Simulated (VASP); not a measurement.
A run of VASP 6.6.1 is set up as follows.

The input POSCAR:

```
Pt
1.0
   -1.5513540222      1.5513540222      1.5513540222
    1.5513540222     -1.5513540222      1.5513540222
    1.5513540222      1.5513540222     -1.5513540222
Pt
1
Direct
    0.0000000000      0.0000000000      0.0000000000
```

File INCAR.step1:

```
PREC = Accurate
ENCUT = 550
ISMEAR = 1
SIGMA = 0.05
LREAL = F
LASPH = T
NELM = 120
NBANDS = 11
GGA = PE
ALGO = Normal
EDIFF = 1E-5
LWAVE = T
LCHARG = F
GGA_COMPAT = F
```

INCAR.step2

```
PREC = Accurate
ENCUT = 550
EDIFF = 1E-6
ISMEAR = 1
SIGMA = 0.05
LREAL = F
LASPH = T
NELM = 120
ALGO = Normal
ISIF = 2
LWAVE = F
LCHARG = F
METAGGA = R2SCAN
LMIXTAU = T
NBANDS = 11
ISTART = 1
GGA_COMPAT = F
```

KPOINTS

```
regular mesh
0
Gamma
  15 15 15
```

Potentials or basis: VASP PAW PBE potentials, release 64 (Pt).

Command:

```bash
$ cat potpaw_PBE.64/Pt/POTCAR > POTCAR
$ cp INCAR.step1 INCAR
$ mpirun -np 1 vasp_std > vasp.out
$ cp INCAR.step2 INCAR
$ mpirun -np 1 vasp_std > vasp.out
```

**Question.** Predict the pressure.

**Answer.** 10.9 GPa.

**Question.** Estimate the band gap on the k mesh.

**Answer.** Zero (bands 5 and 6 overlap by 2.49 eV).

Caveat: the cell stands under pressure; the PAW data sets were made with another functional, which shifts forces and pressure a little; spin-orbit coupling is left out, which moves the levels of the heavy elements.
